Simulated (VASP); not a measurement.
# Ag (Fm-3m) in VASP: further runs

The runs below take Ag through single point, with r2SCAN.

All numbers are computed with VASP 6.6.1; they aren't measurements. Logs are shortened: lines on timing, memory, paths and dates and some standing lists are left out, and cuts for length are marked.

**1. The cell of the first run**

The structure is cubic, space group Fm-3m (No. 225). Conventional cell: a = 4.002 Å, b = 4.002 Å, c = 4.002 Å, α = 90.00°, β = 90.00°, γ = 90.00°. Ag (site symmetry m-3m) has 12 Ag at 2.83 Å within 3.7 Å.

**2. Single point, r2SCAN**

POSCAR reads:

```
Ag
1.0
    0.0000000000      2.0010495236      2.0010495236
    2.0010495236      0.0000000000      2.0010495236
    2.0010495236      2.0010495236      0.0000000000
Ag
1
Direct
    0.0000000000      0.0000000000      0.0000000000
```

INCAR.step1 reads:

```
ALGO = Normal
EDIFF = 1E-4
ENCUT = 520
GGA = PE
ISMEAR = -1
LASPH = True
LCHARG = False
LREAL = False
LWAVE = True
NBANDS = 12
NELM = 80
PREC = Accurate
SIGMA = 0.05
```

INCAR.step2 reads:

```
ALGO = Normal
EDIFF = 1E-6
ENCUT = 520
ISIF = 2
ISMEAR = -1
ISTART = 1
LASPH = True
LCHARG = False
LMIXTAU = True
LREAL = False
LWAVE = False
METAGGA = R2SCAN
NBANDS = 12
NELM = 80
PREC = Accurate
SIGMA = 0.05
```

KPOINTS reads:

```
k-points
0
Gamma
  11 11 11
```

Potentials or basis: VASP PAW PBE potentials, release 64 (Ag).

Started as:

```bash
$ cat potpaw_PBE.64/Ag/POTCAR > POTCAR
$ cp INCAR.step1 INCAR
$ mpirun -np 1 vasp_std > vasp.out
$ cp INCAR.step2 INCAR
$ mpirun -np 1 vasp_std > vasp.out
```

OUTCAR:

```text
EDIFF = 1E-6
   ENCUT = 520
   ISIF = 2
   ISMEAR = -1
   ISTART = 1
   LASPH = True
   LREAL = False
   METAGGA = R2SCAN
   NELM = 80
   PREC = Accurate

 ion  position               nearest neighbor table
   1  0.000  0.000  0.000-

  LATTYP: Found a face centered cubic cell.
 ALAT       =     4.0020990472

  Lattice vectors:

 A1 = (   0.0000000000,   2.0010495236,   2.0010495236)
 A2 = (   2.0010495236,   0.0000000000,   2.0010495236)
 A3 = (   2.0010495236,   2.0010495236,   0.0000000000)

Analysis of symmetry for initial positions (statically):
=====================================================================
 Subroutine PRICEL returns:
 Original cell was already a primitive cell.

 Routine SETGRP: Setting up the symmetry group for a
 face centered cubic supercell.

 Subroutine GETGRP returns: Found 48 space group operations
 (whereof 48 operations were pure point group operations)
 out of a pool of 48 trial point group operations.

The static configuration has the point symmetry O_h .

Analysis of symmetry for dynamics (positions and initial velocities):
=====================================================================
 Subroutine PRICEL returns:
 Original cell was already a primitive cell.

 Routine SETGRP: Setting up the symmetry group for a
 face centered cubic supercell.

 Subroutine GETGRP returns: Found 48 space group operations
 (whereof 48 operations were pure point group operations)
 out of a pool of 48 trial point group operations.

The dynamic configuration has the point symmetry O_h .

 Subroutine INISYM returns: Found 48 space group operations
 (whereof 48 operations are pure point group operations),
 and found     1 'primitive' translations

----------------------------------------------------------------------------------------

                                     Primitive cell

  volume of cell :      16.0252

  direct lattice vectors                    reciprocal lattice vectors
     0.000000000  2.001049524  2.001049524    -0.249868878  0.249868878  0.249868878
     2.001049524  0.000000000  2.001049524     0.249868878 -0.249868878  0.249868878
     2.001049524  2.001049524  0.000000000     0.249868878  0.249868878 -0.249868878

  length of vectors
     2.829911375  2.829911375  2.829911375     0.432785593  0.432785593  0.432785593

  position of ions in fractional coordinates (direct lattice)
     0.000000000  0.000000000  0.000000000

  ion indices of the primitive-cell ions
   primitive index   ion index
                 1           1

----------------------------------------------------------------------------------------

 KPOINTS: k-points

Automatic generation of k-mesh.
 Grid dimensions read from file:
 generate k-points for:   11   11   11

 Generating k-lattice:

  Cartesian coordinates                     Fractional coordinates (reciprocal lattice)
    -0.022715353  0.022715353  0.022715353     0.090909091  0.000000000  0.000000000
     0.022715353 -0.022715353  0.022715353     0.000000000  0.090909091  0.000000000
     0.022715353  0.022715353 -0.022715353     0.000000000  0.000000000  0.090909091

  Length of vectors
     0.039344145  0.039344145  0.039344145

  Shift w.r.t. Gamma in fractional coordinates (k-lattice)
     0.000000000  0.000000000  0.000000000

 Subroutine IBZKPT returns following result:
 ===========================================

 Found     56 irreducible k-points:

 Following reciprocal coordinates:
            Coordinates               Weight
  0.000000  0.000000  0.000000      1.000000
  0.090909  0.000000  0.000000      8.000000
  0.181818  0.000000  0.000000      8.000000
  0.272727  0.000000  0.000000      8.000000
  0.363636  0.000000  0.000000      8.000000
  0.454545  0.000000  0.000000      8.000000
[... 16 lines left out ...]
 -0.272727  0.181818  0.000000     24.000000
 -0.181818  0.181818  0.000000     12.000000
 [... further k-points ...]
   k-points           NKPTS =     56   k-points in BZ     NKDIM =     56   number of bands    NBANDS=     12
   number of dos      NEDOS =    301   number of ions     NIONS =      1
   total plane-waves  NPLWV =  13824
   dimension x,y,z NGX =    24 NGY =   24 NGZ =   24
   dimension x,y,z NGXF=    48 NGYF=   48 NGZF=   48
   ions per type =               1
   NGX,Y,Z   is equivalent  to a cutoff of  14.10, 14.10, 14.10 a.u.
   NGXF,Y,Z  is equivalent  to a cutoff of  28.20, 28.20, 28.20 a.u.
 SYSTEM =  unknown system
   PREC   = accura    normal or accurate (medium, high low for compatibility)
   ISTART =      1    job   : 0-new  1-cont  2-samecut
   ICHARG =      0    charge: 1-file 2-atom 10-const
   ISPIN  =      1    spin polarized calculation?
   LNONCOLLINEAR =      F non collinear calculations
   LSORBIT =      F    spin-orbit coupling
   LASPH  =      T    aspherical Exc in radial PAW
   ENCUT  =  520.0 eV  38.22 Ry    6.18 a.u.   5.26  5.26  5.26*2*pi/ulx,y,z
   NELM   =     80;   NELMIN=  2; NELMDL=  0     # of ELM steps
   EDIFF  = 0.1E-05   stopping-criterion for ELM
   LREAL  =      F    real-space projection
   EDIFFG = 0.1E-04   stopping-criterion for IOM
   NSW    =      0    number of steps for IOM
   IBRION =     -1    ionic relax: 0-MD 1-quasi-New 2-CG
   NFREE  =      0    steps in history (QN), initial steepest desc. (CG)
   ISIF   =      2    stress and relaxation
   ISYM   =      2    0-nonsym 1-usesym 2-fastsym
   POTIM  = 0.5000    time-step for ionic-motion
   TEBEG  =    0.0;   TEEND  =   0.0 temperature during run
   PSTRESS=    0.0 pullay stress
   NELECT =      11.0000    total number of electrons
   NUPDOWN=      -1.0000    fix difference up-down
   EMIN   =  10.00;   EMAX   =-10.00  energy-range for DOS
   EFERMI =   0.00;   METHOD = LEGACY
   ISMEAR =    -1;   SIGMA  =   0.05  broadening in eV -4-tet -1-fermi 0-gaus
   EFERMI_NEDOS =   21; number of points for ismear=-14 and -15
   IALGO  =     38    algorithm
   IMIX   =      4    mixing-type and parameters
     AMIX     =   0.40;   BMIX     =  1.00
     AMIX_MAG =   1.60;   BMIX_MAG =  1.00
  volume/ion in A,a.u.               =      16.03       108.14
  Fermi-wavevector in a.u.,A,eV,Ry     =   1.444124  2.728999 28.374880  2.085495
  Thomas-Fermi vector in A             =   2.562455
   LORBIT       =      0    0 simple, 1 ext, 2 COOP (PROOUT), +10 PAW based schemes
   METAGGA = R2SCAN    functional components
   LHFCALC =     F    Hartree Fock is set to
   AEXX    =    0.0000 exact exchange contribution
   IVDW    =     0    specifies the selected vdW correction
   LEPSILON=     F    determine dielectric tensor
   LRPA    =     F    only Hartree local field effects (RPA)
 non-spin polarized calculation
  energy-cutoff  :      520.00
  volume of cell :       16.03
 maximum number of plane-waves:       444
 NGX is ok and might be reduce to    24
   NGX = 11   NGY = 11   NGZ = 11

 number of electron      11.0000002 magnetization

 Free energy of the ion-electron system (eV)
  ---------------------------------------------------
  ext. energy  EPLUGINS =         0.00000000
  ---------------------------------------------------
  free energy    TOTEN  =       -21.32547578 eV

  energy without entropy =      -21.32350123  energy(sigma->0) =      -21.32448851

 E-fermi :   9.5643     XC(G=0): -13.4129

 val. band max:        9.4897331425   @ k =  -0.4545   0.0909   0.0000
 cond. band min:       9.6389996463   @ k =   0.4545   0.3636   0.0000
 fundamental gap:      0.1492665038
 Fermi energy:         9.5642630161

 k-point     1 :       0.0000    0.0000    0.0000
  band No.  band energies     occupation
      1       0.8666      2.00000
      2       3.9299      2.00000
      3       3.9299      2.00000
      4       3.9299      2.00000
      5       5.0973      2.00000
      6       5.0973      2.00000
      7      26.1089      0.00000
      8      30.2392      0.00000
      9      30.2392      0.00000
     10      30.2393      0.00000
     11      35.3484      0.00000
     12      36.8539      0.00000

 k-point     2 :       0.0909    0.0000    0.0000
  band No.  band energies     occupation
      1       1.1438      2.00000
      2       3.8668      2.00000
      3       4.0073      2.00000
      4       4.0073      2.00000
      5       5.0692      2.00000
      6       5.0692      2.00000
      7      26.1381      0.00000
      8      28.3357      0.00000
      9      30.3883      0.00000
     10      30.3883      0.00000
     11      35.1230      0.00000
     12      36.4475      0.00000

 k-point     3 :       0.1818    0.0000    0.0000
  band No.  band energies     occupation
      1       1.8482      2.00000
      2       3.8385      2.00000
      3       4.1451      2.00000
      4       4.1451      2.00000
      5       5.0795      2.00000
      6       5.0795      2.00000
      7      24.0951      0.00000
      8      27.1219      0.00000
      9      30.6493      0.00000
     10      30.6493      0.00000
     11      33.7648      0.00000
     12      35.1885      0.00000
[... 286 lines left out ...]
 k-point    23 :      -0.2727    0.1818    0.0000
  band No.  band energies     occupation
      1       3.0103      2.00000
      2       3.7277      2.00000
      3       4.2427      2.00000
      4       4.4706      2.00000
      5       5.1214      2.00000
      6       7.8461      2.00000
      7      18.7495      0.00000
      8      22.1063      0.00000
      9      27.7976      0.00000
     10      29.7528      0.00000
     11      32.9023      0.00000
     12      35.8683      0.00000

 k-point    24 :      -0.1818    0.1818    0.0000
  band No.  band energies     occupation
      1       3.0094      2.00000
      2       3.4700      2.00000
      3       4.1762      2.00000
      4       4.6254      2.00000
      5       4.6497      2.00000
      6       6.4246      2.00000
      7      22.2211      0.00000
      8      22.6418      0.00000
      9      29.2004      0.00000
     10      31.0146      0.00000
     11      32.0967      0.00000
     12      35.9935      0.00000

 [... further k-points ...]
[... 5 lines left out ...]
  --------------------------------------------------------------------------------------
  -------------------------------------------------------------------------------------
  Total        0.9596642      0.9596642      0.9596642      0.0000000      0.0000000     -0.0000000
  in kB       95.9458877     95.9458877     95.9458877      0.0000000      0.0000000     -0.0000000
  external PRESSURE =      95.9458877 kB  Pullay stress =       0.0000000 kB

 VOLUME and BASIS-vectors are now :
 -----------------------------------------------------------------------------
  energy-cutoff  :      520.00
  volume of cell :       16.03
      direct lattice vectors                 reciprocal lattice vectors
     0.000000000  2.001049524  2.001049524    -0.249868878  0.249868878  0.249868878
     2.001049524  0.000000000  2.001049524     0.249868878 -0.249868878  0.249868878
     2.001049524  2.001049524  0.000000000     0.249868878  0.249868878 -0.249868878

 POSITION                                       TOTAL-FORCE (eV/Angst)
 -----------------------------------------------------------------------------------
      0.00000      0.00000      0.00000         0.000000      0.000000      0.000000
 -----------------------------------------------------------------------------------
    total drift:                               -0.000000      0.000000     -0.000000

  FREE ENERGIE OF THE ION-ELECTRON SYSTEM (eV)
  ---------------------------------------------------
  free  energy   TOTEN  =       -21.3254757828 eV

  energy  without entropy=      -21.3235012304  energy(sigma->0) =      -21.32448851
```

Wall time 51 s (1 thread of AMD EPYC 7R43 (Zen 3), shared host); peak memory 0.12 GiB.

What came out:

```
Free energy : -21.3255 eV
Pressure    : 9.6 GPa
```

Caveat: the PAW data sets were made with another functional, which shifts forces and pressure a little.

**3. Single point, r2SCAN**

This run uses another cell than the first one, of 16.37 Å³/atom, 1.021 times its volume.

POSCAR reads:

```
Ag
1.0
    0.0000000000      2.0151418859      2.0151418859
    2.0151418859      0.0000000000      2.0151418859
    2.0151418859      2.0151418859      0.0000000000
Ag
1
Direct
    0.0000000000      0.0000000000      0.0000000000
```

INCAR.step1 reads:

```
PREC = Accurate
ENCUT = 520
ISMEAR = -1
SIGMA = 0.05
LREAL = F
LASPH = T
NELM = 80
NBANDS = 12
GGA = PE
ALGO = Normal
EDIFF = 1E-4
LWAVE = T
LCHARG = F
```

INCAR.step2 reads:

```
PREC = Accurate
ENCUT = 520
EDIFF = 1E-6
ISMEAR = -1
SIGMA = 0.05
LREAL = F
LASPH = T
NELM = 80
ALGO = Normal
ISIF = 2
LWAVE = F
LCHARG = F
METAGGA = R2SCAN
LMIXTAU = T
NBANDS = 12
ISTART = 1
```

KPOINTS reads:

```
regular mesh
0
Gamma
  11 11 11
```

Potentials or basis: VASP PAW PBE potentials, release 64 (Ag).

Started as:

```bash
$ cat potpaw_PBE.64/Ag/POTCAR > POTCAR
$ cp INCAR.step1 INCAR
$ mpirun -np 1 vasp_std > vasp.out
$ cp INCAR.step2 INCAR
$ mpirun -np 1 vasp_std > vasp.out
```

It took 49 s on 1 thread of AMD EPYC 7R43 (Zen 3), shared host; peak memory 0.11 GiB.

It converged, with:

```
Free energy : -21.3426 eV
Pressure    : 6.5 GPa
```

Levels at points of the mesh, in eV from the Fermi level:
```
           k point  band 2  band 3  band 4  band 5  band 6  band 7  band 8  band 9  band 10  band 11
(0.00, 0.00, 0.00)   -5.56   -5.56   -5.56   -4.44   -4.44   16.49   20.48   20.48    20.48    25.54
```

Caveat: the PAW data sets were made with another functional, which shifts forces and pressure a little.

**4. Single point, r2SCAN**

This run uses another cell than the first one, of 16.71 Å³/atom, 1.043 times its volume.

POSCAR reads:

```
Ag
1.0
    0.0000000000      2.0290398554      2.0290398554
    2.0290398554      0.0000000000      2.0290398554
    2.0290398554      2.0290398554      0.0000000000
Ag
1
Direct
    0.0000000000      0.0000000000      0.0000000000
```

INCAR.step1, as its differences from that of step 3:

```diff
@@ -6,3 +6,3 @@
 LASPH = T
-NELM = 80
+NELM = 100
 NBANDS = 12
```

INCAR.step2, as its differences from that of step 3:

```diff
@@ -7,3 +7,3 @@
 LASPH = T
-NELM = 80
+NELM = 100
 ALGO = Normal
```

KPOINTS is that of step 3.

Started as:

```bash
$ cat potpaw_PBE.64/Ag/POTCAR > POTCAR
$ cp INCAR.step1 INCAR
$ mpirun -np 1 vasp_std > vasp.out
$ cp INCAR.step2 INCAR
$ mpirun -np 1 vasp_std > vasp.out
```

It took 52 s on 1 thread of AMD EPYC 7R43 (Zen 3), shared host; peak memory 0.11 GiB.

Results (log left out):

| Quantity | Value |
| --- | --- |
| Free energy | -21.3535 eV |
| Pressure | 3.7 GPa |

Levels at points of the mesh, in eV from the Fermi level:
| k point | band 3 | band 4 | band 5 | band 6 | band 7 | band 8 | band 9 | band 10 |
| --- | --- | --- | --- | --- | --- | --- | --- | --- |
| (0.00, 0.00, 0.00) | -5.50 | -5.50 | -4.41 | -4.41 | 16.43 | 20.29 | 20.29 | 20.29 |

Caveat: the PAW data sets were made with another functional, which shifts forces and pressure a little.

**5. Summary**

```tsv
cell	gap on the mesh (eV)	pressure (GPa)
a = 2.830 Å, angles 60.0°, 1 atom	none	9.6
a = 2.850 Å, angles 60.0°, 1 atom	none	6.5
a = 2.869 Å, angles 60.0°, 1 atom	none	3.7
```

Alike in all rows: task single point; level r2SCAN; potentials or basis VASP PAW PBE potentials, release 64 (Ag); no spin polarisation; k mesh 11 × 11 × 11; cutoff (eV) 520; smearing fermi-dirac 0.05 eV.

Caveats: the PAW data sets were made with another functional, which shifts forces and pressure a little.

Total energies depend on the potentials used, so only differences within one code and one set of settings carry meaning.
